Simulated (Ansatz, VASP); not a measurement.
P: VASP beside Ansatz

```
P
1.0
     1.63039   -5.55808    0.00000
     1.63039    5.55808    0.00000
     0.00000    0.00000    4.55777
P
4
Direct
  0.09407 0.90593 0.91372
  0.59407 0.40593 0.58628
  0.90593 0.09407 0.08628
  0.40593 0.59407 0.41372
```

Change from the starting cell: strain -0.015 along x and y, +0.000 along z, atoms carried along.

Alike in both runs: task single point; functional PBE; k mesh 10 × 10 × 8; occupations gaussian, width 0.03 eV; no spin polarisation.

|  | VASP | Ansatz |
| --- | --- | --- |
| version | VASP 6.6.1 | Ansatz 0.2.0 |
| potentials or method | VASP PAW PBE potentials, release 64 (P), cutoff 520 eV | scalar-relativistic, plane waves, PAW |
| valence electrons in the cell | 20 | 20 |

Ansatz gave:

```
gap on the k mesh at the Fermi level (eV)                     : 0.15
least direct gap on the mesh (eV)                             : 0.15
pressure (GPa)                                                : 2.3
traceless stress, the component that is largest in VASP (GPa) : -1.02
rms of the force components (eV/Å)                            : 0.152
```

Problem. What did VASP give for the same quantities?

Solution. gap on the k mesh at the Fermi level (eV): 0.17; least direct gap on the mesh (eV): 0.17; pressure (GPa): 1.9; traceless stress, the component that is largest in VASP (GPa): -1.05; rms of the force components (eV/Å): 0.129.

Atom by atom the forces differ by 0.031 eV/Å (rms over components). With one functional, cell and mesh, what is left measures potentials, basis and numerics.
